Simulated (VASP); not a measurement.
# BN (P3m1) in VASP: notebook

BN is run at these levels: r2SCAN; tasks: single point.

Program: VASP 6.6.1. These are calculated values, not measurements. Logs are shortened: lines on timing, memory, paths and dates and some standing lists are left out, and cuts for length are marked.

### 1 The cell of the first run

It takes space group P3m1 (No. 156, trigonal). Conventional cell: a = 2.544 Å, b = 2.544 Å, c = 15.623 Å, α = 90.00°, β = 90.00°, γ = 120.00°. Within 2.1 Å of B (site symmetry 3m) lie 4 N at 1.56 to 1.58 Å. B (site symmetry 3m) has 4 N at 1.56 to 1.58 Å within 2.1 Å. B (site symmetry 3m) has 4 N at 1.56 to 1.58 Å within 2.1 Å. Within 2.1 Å of B (site symmetry 3m) lie 3 N at 1.56 Å. B (site symmetry 3m) has 4 N at 1.56 to 1.58 Å within 2.1 Å. B (site symmetry 3m) has 4 N at 1.56 to 1.58 Å within 2.1 Å. Within 2.1 Å of N (site symmetry 3m) lie 4 B at 1.56 to 1.58 Å. N (site symmetry 3m) has 4 B at 1.56 to 1.58 Å within 2.1 Å.

### 2 Single point, r2SCAN (the distance across one plane changed)

POSCAR

```
BN
1.0
   -2.5439665234      0.0000000000      0.0000000000
   -1.2719832617     -2.2031396357      0.0000000000
    0.0000000000      0.0000000000     15.6232348039
B N
6 6
Direct
    0.6666666667      0.6666666667      0.1851211862
    0.6666666667      0.6666666667      0.4544472885
    0.6666666667      0.6666666667      0.7237733908
    0.3333333333      0.3333333333      0.0504581351
    0.3333333333      0.3333333333      0.3197842374
    0.3333333333      0.3333333333      0.5891103396
    0.6666666667      0.6666666667      0.0842318487
    0.6666666667      0.6666666667      0.3535579509
    0.6666666667      0.6666666667      0.6228840532
    0.3333333333      0.3333333333      0.7575471044
    0.3333333333      0.3333333333      0.2188948998
    0.3333333333      0.3333333333      0.4882210021
```

INCAR.step1

```
SYSTEM = BN
PREC = Accurate
ENCUT = 520
ISMEAR = 0
SIGMA = 0.05
LREAL = .False.
LASPH = .True.
NELM = 80
NBANDS = 36
GGA = PE
ALGO = Normal
EDIFF = 1E-4
LWAVE = .True.
LCHARG = .False.
```

INCAR.step2

```
SYSTEM = BN
PREC = Accurate
ENCUT = 520
EDIFF = 1E-6
ISMEAR = 0
SIGMA = 0.05
LREAL = .False.
LASPH = .True.
NELM = 80
ALGO = Normal
ISIF = 2
LWAVE = .False.
LCHARG = .False.
METAGGA = R2SCAN
LMIXTAU = .True.
NBANDS = 36
ISTART = 1
```

KPOINTS

```
regular mesh
0
Gamma
  10 10 2
  0 0 0
```

Potentials or basis: VASP PAW PBE potentials, release 64 (B, N).

Launch:

```console
$ cat potpaw_PBE.64/B/POTCAR potpaw_PBE.64/N/POTCAR > POTCAR
$ cp INCAR.step1 INCAR
$ mpirun -np 1 vasp_std > vasp.out
$ cp INCAR.step2 INCAR
$ mpirun -np 1 vasp_std > vasp.out
```

OUTCAR:

```text
SYSTEM = BN
   PREC = Accurate
   ENCUT = 520
   EDIFF = 1E-6
   ISMEAR = 0
   LREAL = .False.
   LASPH = .True.
   NELM = 80
   ISIF = 2
   METAGGA = R2SCAN
   ISTART = 1

 ion  position               nearest neighbor table
   1  0.667  0.667  0.185-  11 1.56  11 1.56  11 1.56   7 1.58
   2  0.667  0.667  0.454-  12 1.56  12 1.56  12 1.56   8 1.58
   3  0.667  0.667  0.724-  10 1.56  10 1.56  10 1.56   9 1.58
   4  0.333  0.333  0.050-   7 1.56   7 1.56   7 1.56
   5  0.333  0.333  0.320-   8 1.56   8 1.56   8 1.56  11 1.58
   6  0.333  0.333  0.589-   9 1.56   9 1.56   9 1.56  12 1.58
   7  0.667  0.667  0.084-   4 1.56   4 1.56   4 1.56   1 1.58
   8  0.667  0.667  0.354-   5 1.56   5 1.56   5 1.56   2 1.58
   9  0.667  0.667  0.623-   6 1.56   6 1.56   6 1.56   3 1.58
  10  0.333  0.333  0.758-   3 1.56   3 1.56   3 1.56
  11  0.333  0.333  0.219-   1 1.56   1 1.56   1 1.56   5 1.58
  12  0.333  0.333  0.488-   2 1.56   2 1.56   2 1.56   6 1.58

  LATTYP: Found a hexagonal cell.
 ALAT       =     2.5439665235
 C/A-ratio  =     6.1412894627

  Lattice vectors:

 A1 = (   1.2719832617,   2.2031396357,   0.0000000000)
 A2 = (  -2.5439665234,   0.0000000000,   0.0000000000)
 A3 = (   0.0000000000,   0.0000000000,  15.6232348039)

Analysis of symmetry for initial positions (statically):
=====================================================================
 Subroutine PRICEL returns:
 Original cell was already a primitive cell.

 Routine SETGRP: Setting up the symmetry group for a
 hexagonal supercell.

 Subroutine GETGRP returns: Found  6 space group operations
 (whereof  6 operations were pure point group operations)
 out of a pool of 24 trial point group operations.

The static configuration has the point symmetry C_3v.

Analysis of symmetry for dynamics (positions and initial velocities):
=====================================================================
 Subroutine PRICEL returns:
 Original cell was already a primitive cell.

 Routine SETGRP: Setting up the symmetry group for a
 hexagonal supercell.

 Subroutine GETGRP returns: Found  6 space group operations
 (whereof  6 operations were pure point group operations)
 out of a pool of 24 trial point group operations.

The dynamic configuration has the point symmetry C_3v.

 Subroutine INISYM returns: Found  6 space group operations
 (whereof  6 operations are pure point group operations),
 and found     1 'primitive' translations

----------------------------------------------------------------------------------------

                                     Primitive cell

  volume of cell :      87.5638

  direct lattice vectors                    reciprocal lattice vectors
    -2.543966523  0.000000000  0.000000000    -0.393086934  0.226948847  0.000000000
    -1.271983262 -2.203139636  0.000000000     0.000000000 -0.453897694  0.000000000
     0.000000000  0.000000000 15.623234804     0.000000000  0.000000000  0.064007231

  length of vectors
     2.543966523  2.543966523 15.623234804     0.453897694  0.453897694  0.064007231

  position of ions in fractional coordinates (direct lattice)
     0.666666667  0.666666667  0.185121186
     0.666666667  0.666666667  0.454447288
     0.666666667  0.666666667  0.723773391
     0.333333333  0.333333333  0.050458135
     0.333333333  0.333333333  0.319784237
     0.333333333  0.333333333  0.589110340
     0.666666667  0.666666667  0.084231849
     0.666666667  0.666666667  0.353557951
     0.666666667  0.666666667  0.622884053
     0.333333333  0.333333333  0.757547104
     0.333333333  0.333333333  0.218894900
     0.333333333  0.333333333  0.488221002

  ion indices of the primitive-cell ions
   primitive index   ion index
                 1           1
                 2           2
                 3           3
                 4           4
                 5           5
                 6           6
                 7           7
                 8           8
                 9           9
                10          10
                11          11
                12          12

----------------------------------------------------------------------------------------

 KPOINTS: regular mesh

Automatic generation of k-mesh.
 Grid dimensions read from file:
 generate k-points for:   10   10    2

 Generating k-lattice:

  Cartesian coordinates                     Fractional coordinates (reciprocal lattice)
    -0.039308693  0.022694885  0.000000000     0.100000000 -0.000000000  0.000000000
     0.000000000 -0.045389769  0.000000000     0.000000000  0.100000000  0.000000000
     0.000000000  0.000000000  0.032003616     0.000000000  0.000000000  0.500000000

  Length of vectors
     0.045389769  0.045389769  0.032003616

  Shift w.r.t. Gamma in fractional coordinates (k-lattice)
     0.000000000  0.000000000  0.000000000

 Subroutine IBZKPT returns following result:
 ===========================================

 Found     28 irreducible k-points:

 Following reciprocal coordinates:
            Coordinates               Weight
  0.000000  0.000000  0.000000      1.000000
  0.100000 -0.000000  0.000000      6.000000
  0.200000 -0.000000  0.000000      6.000000
  0.300000  0.000000  0.000000      6.000000
  0.400000  0.000000  0.000000      6.000000
  0.500000 -0.000000  0.000000      3.000000
[... 16 lines left out ...]
  0.400000  0.100000  0.500000     12.000000
  0.500000  0.100000  0.500000     12.000000
 [... further k-points ...]
   k-points           NKPTS =     28   k-points in BZ     NKDIM =     28   number of bands    NBANDS=     36
   number of dos      NEDOS =    301   number of ions     NIONS =     12
   total plane-waves  NPLWV =  48000
   dimension x,y,z NGX =    20 NGY =   20 NGZ =  120
   dimension x,y,z NGXF=    40 NGYF=   40 NGZF=  240
   ions per type =               6   6
   NGX,Y,Z   is equivalent  to a cutoff of  13.07, 13.07, 12.77 a.u.
   NGXF,Y,Z  is equivalent  to a cutoff of  26.14, 26.14, 25.54 a.u.
 SYSTEM =  BN
   PREC   = accura    normal or accurate (medium, high low for compatibility)
   ISTART =      1    job   : 0-new  1-cont  2-samecut
   ICHARG =      0    charge: 1-file 2-atom 10-const
   ISPIN  =      1    spin polarized calculation?
   LNONCOLLINEAR =      F non collinear calculations
   LSORBIT =      F    spin-orbit coupling
   LASPH  =      T    aspherical Exc in radial PAW
   ENCUT  =  520.0 eV  38.22 Ry    6.18 a.u.   4.73  4.73 29.05*2*pi/ulx,y,z
   NELM   =     80;   NELMIN=  2; NELMDL=  0     # of ELM steps
   EDIFF  = 0.1E-05   stopping-criterion for ELM
   LREAL  =      F    real-space projection
   EDIFFG = 0.1E-04   stopping-criterion for IOM
   NSW    =      0    number of steps for IOM
   IBRION =     -1    ionic relax: 0-MD 1-quasi-New 2-CG
   NFREE  =      0    steps in history (QN), initial steepest desc. (CG)
   ISIF   =      2    stress and relaxation
   ISYM   =      2    0-nonsym 1-usesym 2-fastsym
   POTIM  = 0.5000    time-step for ionic-motion
   TEBEG  =    0.0;   TEEND  =   0.0 temperature during run
   PSTRESS=    0.0 pullay stress
   NELECT =      48.0000    total number of electrons
   NUPDOWN=      -1.0000    fix difference up-down
   EMIN   =  10.00;   EMAX   =-10.00  energy-range for DOS
   EFERMI =   0.00;   METHOD = LEGACY
   ISMEAR =     0;   SIGMA  =   0.05  broadening in eV -4-tet -1-fermi 0-gaus
   EFERMI_NEDOS =   21; number of points for ismear=-14 and -15
   IALGO  =     38    algorithm
   IMIX   =      4    mixing-type and parameters
     AMIX     =   0.40;   BMIX     =  1.00
     AMIX_MAG =   1.60;   BMIX_MAG =  1.00
  volume/ion in A,a.u.               =       7.30        49.24
  Fermi-wavevector in a.u.,A,eV,Ry     =   1.339822  2.531897 24.424133  1.795123
  Thomas-Fermi vector in A             =   2.468184
   LORBIT       =      0    0 simple, 1 ext, 2 COOP (PROOUT), +10 PAW based schemes
   METAGGA = R2SCAN    functional components
   LHFCALC =     F    Hartree Fock is set to
   AEXX    =    0.0000 exact exchange contribution
   IVDW    =     0    specifies the selected vdW correction
   LEPSILON=     F    determine dielectric tensor
   LRPA    =     F    only Hartree local field effects (RPA)
 non-spin polarized calculation
 Gauss-broadening in eV      SIGMA  =   0.05
  energy-cutoff  :      520.00
  volume of cell :       87.56
 maximum number of plane-waves:      2387
   NGX =  9   NGY =  9   NGZ = 59

 number of electron      48.0000004 magnetization

 Free energy of the ion-electron system (eV)
  ---------------------------------------------------
  ext. energy  EPLUGINS =         0.00000000
  ---------------------------------------------------
  free energy    TOTEN  =      -109.62437268 eV

  energy without entropy =     -109.61369705  energy(sigma->0) =     -109.61903486

 E-fermi :   6.0182     XC(G=0): -11.9560

 val. band max:        6.0135491026   @ k =   0.3000   0.0000   0.0000
 cond. band min:       6.0323849094   @ k =   0.3000   0.1000   0.5000
 fundamental gap:      0.0188358069
 Fermi energy:         6.0182295894

 k-point     1 :       0.0000    0.0000    0.0000
  band No.  band energies     occupation
      1     -17.8052      2.00000
      2     -16.6970      2.00000
      3     -15.7278      2.00000
      4     -14.7264      2.00000
      5     -13.5226      2.00000
      6     -11.1718      2.00000
[... 28 lines left out ...]
     35      14.7202      0.00000
     36      14.7202      0.00000

 k-point     2 :       0.1000   -0.0000    0.0000
  band No.  band energies     occupation
      1     -17.5835      2.00000
      2     -16.4794      2.00000
      3     -15.5163      2.00000
      4     -14.5238      2.00000
      5     -13.3289      2.00000
      6     -10.9824      2.00000
[... 850 lines left out ...]
 k-point    24 :       0.5000    0.1000    0.5000
  band No.  band energies     occupation
      1     -13.9888      2.00000
      2     -13.1869      2.00000
      3     -12.5507      2.00000
      4     -11.8370      2.00000
      5     -10.9239      2.00000
      6      -8.6039      2.00000
[... 28 lines left out ...]
     35      16.4403      0.00000
     36      16.8718      0.00000

 [... further k-points ...]

------------------------ aborting loop because EDIFF is reached ----------------------------------------

  FORCE on cell =-STRESS in cart. coord.  units (eV):
  Direction    XX          YY          ZZ          XY          YZ          ZX
  --------------------------------------------------------------------------------------
  -------------------------------------------------------------------------------------
  Total       -1.8557541     -1.8557541      0.5043010      0.0000000      0.0000000      0.0000000
  in kB      -33.9552275    -33.9552276      9.2273302      0.0000000      0.0000000      0.0000000
  external PRESSURE =     -19.5610416 kB  Pullay stress =       0.0000000 kB

 VOLUME and BASIS-vectors are now :
 -----------------------------------------------------------------------------
  energy-cutoff  :      520.00
  volume of cell :       87.56
      direct lattice vectors                 reciprocal lattice vectors
    -2.543966523  0.000000000  0.000000000    -0.393086934  0.226948847  0.000000000
    -1.271983262 -2.203139636  0.000000000     0.000000000 -0.453897694  0.000000000
     0.000000000  0.000000000 15.623234804     0.000000000  0.000000000  0.064007231

 POSITION                                       TOTAL-FORCE (eV/Angst)
 -----------------------------------------------------------------------------------
     -2.54397     -1.46876      2.89219         0.000000     -0.000000      0.932197
     -2.54397     -1.46876      7.09994        -0.000000     -0.000000      0.706092
     -2.54397     -1.46876     11.30768        -0.000000     -0.000000      3.158688
     -1.27198     -0.73438      0.78832        -0.000000     -0.000000      0.909574
     -1.27198     -0.73438      4.99606         0.000000      0.000000      0.664097
     -1.27198     -0.73438      9.20381        -0.000000     -0.000000      0.946504
     -2.54397     -1.46876      1.31597        -0.000000     -0.000000     -1.702452
     -2.54397     -1.46876      5.52372         0.000000     -0.000000     -0.677849
     -2.54397     -1.46876      9.73146        -0.000000     -0.000000     -1.405537
     -1.27198     -0.73438     11.83534         0.000000     -0.000000     -2.148443
     -1.27198     -0.73438      3.41985        -0.000000      0.000000     -0.644666
     -1.27198     -0.73438      7.62759        -0.000000     -0.000000     -0.738204
 -----------------------------------------------------------------------------------
    total drift:                               -0.000000     -0.000000     -0.006228

  FREE ENERGIE OF THE ION-ELECTRON SYSTEM (eV)
  ---------------------------------------------------
  free  energy   TOTEN  =      -109.6243726799 eV

  energy  without entropy=     -109.6136970491  energy(sigma->0) =     -109.61903486
```

Run time: 5.5 min. Hardware: 1 thread of Intel Xeon Platinum 8481C at 2.70GHz (Sapphire Rapids), shared host; peak memory 0.24 GiB.

What came out:

```yaml
Free_energy: -109.6244 eV
Pressure: -2.0 GPa
Largest_force: 3.159 eV/Å
Band_gap_on_the_k_mesh: zero (bands 24 and 25 overlap by 0.51 eV)
```

Forces in eV/Å, atoms in the order of the input:
```
B    0.000  0.000  0.932
B    0.000  0.000  0.706
B    0.000  0.000  3.159
B    0.000  0.000  0.910
B    0.000  0.000  0.664
B    0.000  0.000  0.947
N    0.000  0.000 -1.702
N    0.000  0.000 -0.678
N    0.000  0.000 -1.406
N    0.000  0.000 -2.148
N    0.000  0.000 -0.645
N    0.000  0.000 -0.738
```

Stress tensor (GPa, compression positive):
```
-3.40  0.00  0.00
 0.00 -3.40  0.00
 0.00  0.00  0.92
```

Caveat: the cell differs from its parent crystal (the distance across one plane changed); semilocal functionals underestimate gaps, so a narrow gap can read as zero; the PAW data sets were made with another functional, which shifts forces and pressure a little.

(Continued in part 2 of 2.)
